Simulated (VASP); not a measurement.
# Cs2H (P6/mmm) in VASP: notebook

Runs on Cs2H. Level: PBE. Tasks: single point, relaxation of cell and atoms.

Program: VASP 6.6.1. These are calculated values, not measurements. Logs are shortened: lines on timing, memory, paths and dates and some standing lists are left out, and cuts for length are marked.

## Step 1: The cell of the first run

The structure is hexagonal, space group P6/mmm (No. 191). Conventional cell: a = 6.473 Å, b = 6.473 Å, c = 5.337 Å, α = 90.00°, β = 90.00°, γ = 120.00°. Cs (site symmetry -6m2) has 3 Cs at 3.74 Å and 3 H at 3.74 Å within 4.9 Å. H (site symmetry 6/mmm) has 6 Cs at 3.74 Å within 4.9 Å.

## Step 2: Single point, PBE

INCAR

```
PREC = Accurate ; ENCUT = 520
EDIFF = 1E-7 ; ISMEAR = 0
SIGMA = 0.1 ; LREAL = F
LASPH = T ; NELM = 100
ALGO = Normal ; ISIF = 2
LWAVE = F ; LCHARG = F
GGA = PE ; NBANDS = 16
```

KPOINTS

```
regular mesh
0
Gamma
  9 9 10
```

POSCAR

```
Cs2H
1.0
    6.4729312844      0.0000000000      0.0000000000
   -3.2364656422      5.6057229292      0.0000000000
    0.0000000000      0.0000000000      5.3371825347
Cs H
2 1
Direct
    0.3333333333      0.6666666667      0.5000000000
    0.6666666667      0.3333333333      0.5000000000
    0.0000000000      0.0000000000      0.5000000000
```

Potentials or basis: VASP PAW PBE potentials, release 64 (Cs_sv, H).

The run is started by

```console
> cat potpaw_PBE.64/Cs_sv/POTCAR potpaw_PBE.64/H/POTCAR > POTCAR
> mpirun -np 1 vasp_std > vasp.out
```

OUTCAR:

```text
PREC = Accurate
   ENCUT = 520
   EDIFF = 1E-7
   ISMEAR = 0
   LREAL = F
   LASPH = T
   NELM = 100
   ISIF = 2
   GGA = PE

 ion  position               nearest neighbor table
   1  0.333  0.667  0.500-
   2  0.667  0.333  0.500-
   3  0.000  0.000  0.500-

  LATTYP: Found a hexagonal cell.
 ALAT       =     6.4729312844
 C/A-ratio  =     0.8245387291

  Lattice vectors:

 A1 = (   6.4729312844,   0.0000000000,   0.0000000000)
 A2 = (  -3.2364656422,   5.6057229292,   0.0000000000)
 A3 = (   0.0000000000,   0.0000000000,   5.3371825347)

Analysis of symmetry for initial positions (statically):
=====================================================================
 Subroutine PRICEL returns:
 Original cell was already a primitive cell.

 Routine SETGRP: Setting up the symmetry group for a
 hexagonal supercell.

 Subroutine GETGRP returns: Found 24 space group operations
 (whereof 24 operations were pure point group operations)
 out of a pool of 24 trial point group operations.

The static configuration has the point symmetry D_6h.

Analysis of symmetry for dynamics (positions and initial velocities):
=====================================================================
 Subroutine PRICEL returns:
 Original cell was already a primitive cell.

 Routine SETGRP: Setting up the symmetry group for a
 hexagonal supercell.

 Subroutine GETGRP returns: Found 24 space group operations
 (whereof 24 operations were pure point group operations)
 out of a pool of 24 trial point group operations.

The dynamic configuration has the point symmetry D_6h.

 Subroutine INISYM returns: Found 24 space group operations
 (whereof 24 operations are pure point group operations),
 and found     1 'primitive' translations

----------------------------------------------------------------------------------------

                                     Primitive cell

  volume of cell :     193.6621

  direct lattice vectors                    reciprocal lattice vectors
     6.472931284  0.000000000  0.000000000     0.154489513  0.089194562  0.000000000
    -3.236465642  5.605722929  0.000000000     0.000000000  0.178389124  0.000000000
     0.000000000  0.000000000  5.337182535     0.000000000  0.000000000  0.187364774

  length of vectors
     6.472931284  6.472931284  5.337182535     0.178389124  0.178389124  0.187364774

  position of ions in fractional coordinates (direct lattice)
     0.333333333  0.666666667  0.500000000
     0.666666667  0.333333333  0.500000000
     0.000000000  0.000000000  0.500000000

  ion indices of the primitive-cell ions
   primitive index   ion index
                 1           1
                 2           2
                 3           3

----------------------------------------------------------------------------------------

 KPOINTS: regular mesh

Automatic generation of k-mesh.
 Grid dimensions read from file:
 generate k-points for:    9    9   10

 Generating k-lattice:

  Cartesian coordinates                     Fractional coordinates (reciprocal lattice)
     0.017165501  0.009910507  0.000000000     0.111111111 -0.000000000  0.000000000
     0.000000000  0.019821014  0.000000000     0.000000000  0.111111111  0.000000000
     0.000000000  0.000000000  0.018736477     0.000000000  0.000000000  0.100000000

  Length of vectors
     0.019821014  0.019821014  0.018736477

  Shift w.r.t. Gamma in fractional coordinates (k-lattice)
     0.000000000  0.000000000  0.000000000

 Subroutine IBZKPT returns following result:
 ===========================================

 Found     72 irreducible k-points:

 Following reciprocal coordinates:
            Coordinates               Weight
  0.000000  0.000000  0.000000      1.000000
  0.111111 -0.000000  0.000000      6.000000
  0.222222  0.000000  0.000000      6.000000
  0.333333 -0.000000  0.000000      6.000000
  0.444444  0.000000  0.000000      6.000000
  0.111111  0.111111  0.000000      6.000000
[... 16 lines left out ...]
  0.333333  0.222222  0.100000     24.000000
  0.333333  0.333333  0.100000      4.000000
 [... further k-points ...]
   k-points           NKPTS =     72   k-points in BZ     NKDIM =     72   number of bands    NBANDS=     16
   number of dos      NEDOS =    301   number of ions     NIONS =      3
   total plane-waves  NPLWV =  92160
   dimension x,y,z NGX =    48 NGY =   48 NGZ =   40
   dimension x,y,z NGXF=    96 NGYF=   96 NGZF=   80
   ions per type =               2   1
   NGX,Y,Z   is equivalent  to a cutoff of  12.33, 12.33, 12.46 a.u.
   NGXF,Y,Z  is equivalent  to a cutoff of  24.66, 24.66, 24.92 a.u.
 SYSTEM =  unknown system
   PREC   = accura    normal or accurate (medium, high low for compatibility)
   ISTART =      0    job   : 0-new  1-cont  2-samecut
   ICHARG =      2    charge: 1-file 2-atom 10-const
   ISPIN  =      1    spin polarized calculation?
   LNONCOLLINEAR =      F non collinear calculations
   LSORBIT =      F    spin-orbit coupling
   LASPH  =      T    aspherical Exc in radial PAW
   ENCUT  =  520.0 eV  38.22 Ry    6.18 a.u.  12.04 12.04  9.92*2*pi/ulx,y,z
   NELM   =    100;   NELMIN=  2; NELMDL= -5     # of ELM steps
   EDIFF  = 0.1E-06   stopping-criterion for ELM
   LREAL  =      F    real-space projection
   EDIFFG = 0.1E-05   stopping-criterion for IOM
   NSW    =      0    number of steps for IOM
   IBRION =     -1    ionic relax: 0-MD 1-quasi-New 2-CG
   NFREE  =      0    steps in history (QN), initial steepest desc. (CG)
   ISIF   =      2    stress and relaxation
   ISYM   =      2    0-nonsym 1-usesym 2-fastsym
   POTIM  = 0.5000    time-step for ionic-motion
   TEBEG  =    0.0;   TEEND  =   0.0 temperature during run
   PSTRESS=    0.0 pullay stress
   NELECT =      19.0000    total number of electrons
   NUPDOWN=      -1.0000    fix difference up-down
   EMIN   =  10.00;   EMAX   =-10.00  energy-range for DOS
   EFERMI =   0.00;   METHOD = LEGACY
   ISMEAR =     0;   SIGMA  =   0.10  broadening in eV -4-tet -1-fermi 0-gaus
   EFERMI_NEDOS =   21; number of points for ismear=-14 and -15
   IALGO  =     38    algorithm
   IMIX   =      4    mixing-type and parameters
     AMIX     =   0.40;   BMIX     =  1.00
     AMIX_MAG =   1.60;   BMIX_MAG =  1.00
  volume/ion in A,a.u.               =      64.55       435.63
  Fermi-wavevector in a.u.,A,eV,Ry     =   0.755054  1.426844  7.756763  0.570106
  Thomas-Fermi vector in A             =   1.852861
   LORBIT       =      0    0 simple, 1 ext, 2 COOP (PROOUT), +10 PAW based schemes
   GGA     = PE    functional components
   LHFCALC =     F    Hartree Fock is set to
   AEXX    =    0.0000 exact exchange contribution
   IVDW    =     0    specifies the selected vdW correction
   LEPSILON=     F    determine dielectric tensor
   LRPA    =     F    only Hartree local field effects (RPA)
 non-spin polarized calculation
 Gauss-broadening in eV      SIGMA  =   0.10
  energy-cutoff  :      520.00
  volume of cell :      193.66
 maximum number of plane-waves:      5250
   NGX = 25   NGY = 25   NGZ = 19

 number of electron      18.9999999 magnetization

 Free energy of the ion-electron system (eV)
  ---------------------------------------------------
  ext. energy  EPLUGINS =         0.00000000
  ---------------------------------------------------
  free energy    TOTEN  =        -3.91312539 eV

  energy without entropy =       -3.90481964  energy(sigma->0) =       -3.90897252

 E-fermi :   0.9018     XC(G=0):  -5.8399

 val. band max:        0.8987215796   @ k =   0.0000   0.0000   0.3000
 cond. band min:       0.9049003157   @ k =   0.3333   0.3333   0.0000
 fundamental gap:      0.0061787361
 Fermi energy:         0.9018150532

 k-point     1 :       0.0000    0.0000    0.0000
  band No.  band energies     occupation
      1     -23.6871      2.00000
      2     -23.4120      2.00000
      3     -10.9194      2.00000
      4     -10.9194      2.00000
      5     -10.4059      2.00000
      6     -10.0814      2.00000
[... 8 lines left out ...]
     15       3.1756      0.00000
     16       3.1756      0.00000

 k-point     2 :       0.1111   -0.0000    0.0000
  band No.  band energies     occupation
      1     -23.6800      2.00000
      2     -23.4197      2.00000
      3     -10.9310      2.00000
      4     -10.8986      2.00000
      5     -10.3975      2.00000
      6     -10.0904      2.00000
[... 8 lines left out ...]
     15       3.1793      0.00000
     16       3.4969      0.00000

 k-point     3 :       0.2222    0.0000    0.0000
  band No.  band energies     occupation
      1     -23.6600      2.00000
      2     -23.4413      2.00000
      3     -10.9589      2.00000
      4     -10.8418      2.00000
      5     -10.3739      2.00000
      6     -10.1159      2.00000
[... 8 lines left out ...]
     15       3.1665      0.00000
     16       3.5736      0.00000

 k-point     4 :       0.3333   -0.0000    0.0000
  band No.  band energies     occupation
      1     -23.6309      2.00000
      2     -23.4722      2.00000
      3     -10.9886      2.00000
      4     -10.7665      2.00000
      5     -10.3395      2.00000
      6     -10.1524      2.00000
[... 8 lines left out ...]
     15       3.1137      0.00000
     16       3.3401      0.00000
[... 324 lines left out ...]
 k-point    22 :       0.2222    0.2222    0.1000
  band No.  band energies     occupation
      1     -23.6134      2.00000
      2     -23.4900      2.00000
      3     -11.0233      2.00000
      4     -10.6766      2.00000
      5     -10.3282      2.00000
      6     -10.1812      2.00000
[... 8 lines left out ...]
     15       3.1883      0.00000
     16       3.3567      0.00000

 k-point    23 :       0.3333    0.2222    0.1000
  band No.  band energies     occupation
      1     -23.5835      2.00000
      2     -23.5208      2.00000
      3     -11.0472      2.00000
      4     -10.5717      2.00000
      5     -10.2928      2.00000
      6     -10.2702      2.00000
[... 8 lines left out ...]
     15       2.9690      0.00000
     16       3.4609      0.00000

 k-point    24 :       0.3333    0.3333    0.1000
  band No.  band energies     occupation
      1     -23.5523      2.00000
      2     -23.5523      2.00000
      3     -11.0610      2.00000
      4     -10.4218      2.00000
      5     -10.4218      2.00000
      6     -10.2553      2.00000
[... 8 lines left out ...]
     15       2.9646      0.00000
     16       3.7482      0.00000

 [... further k-points ...]
[... 5 lines left out ...]
  --------------------------------------------------------------------------------------
  -------------------------------------------------------------------------------------
  Total        0.0069279      0.0069279     -0.0162630      0.0000000     -0.0000000     -0.0000000
  in kB        0.0573150      0.0573150     -0.1345448      0.0000000     -0.0000000     -0.0000000
  external PRESSURE =      -0.0066383 kB  Pullay stress =       0.0000000 kB

 VOLUME and BASIS-vectors are now :
 -----------------------------------------------------------------------------
  energy-cutoff  :      520.00
  volume of cell :      193.66
      direct lattice vectors                 reciprocal lattice vectors
     6.472931284  0.000000000  0.000000000     0.154489513  0.089194562  0.000000000
    -3.236465642  5.605722929  0.000000000     0.000000000  0.178389124  0.000000000
     0.000000000  0.000000000  5.337182535     0.000000000  0.000000000  0.187364774

 POSITION                                       TOTAL-FORCE (eV/Angst)
 -----------------------------------------------------------------------------------
     -0.00000      3.73715      2.66859         0.000000      0.000000      0.000000
      3.23647      1.86857      2.66859        -0.000000      0.000000     -0.000000
      0.00000      0.00000      2.66859        -0.000000      0.000000      0.000000
 -----------------------------------------------------------------------------------
    total drift:                               -0.000000      0.000000     -0.000000

  FREE ENERGIE OF THE ION-ELECTRON SYSTEM (eV)
  ---------------------------------------------------
  free  energy   TOTEN  =        -3.9131253881 eV

  energy  without entropy=       -3.9048196442  energy(sigma->0) =       -3.90897252
```

It took 100 s on 1 thread of Intel Xeon 6975P-C (Granite Rapids), shared host; peak memory 0.4 GiB.

Results:

| Property | Result |
| --- | --- |
| Free energy | -3.9131 eV |
| Pressure | 0.0 GPa |

Levels at points of the mesh, in eV from the Fermi level:
```csv
k point,band 5,band 6,band 7,band 8,band 9,band 10,band 11,band 12,band 13,band 14
"(0.00, 0.00, 0.00)",-11.31,-10.98,-10.80,-10.80,-2.66,-0.51,1.78,1.78,2.06,2.24
"(0.00, 0.00, 0.50)",-11.41,-11.05,-10.80,-10.80,-2.33,0.35,1.09,1.09,2.05,2.18
```

Caveat: spin-orbit coupling is left out, which moves the levels of the heavy elements.

(Part 1 of 2 ends here.)
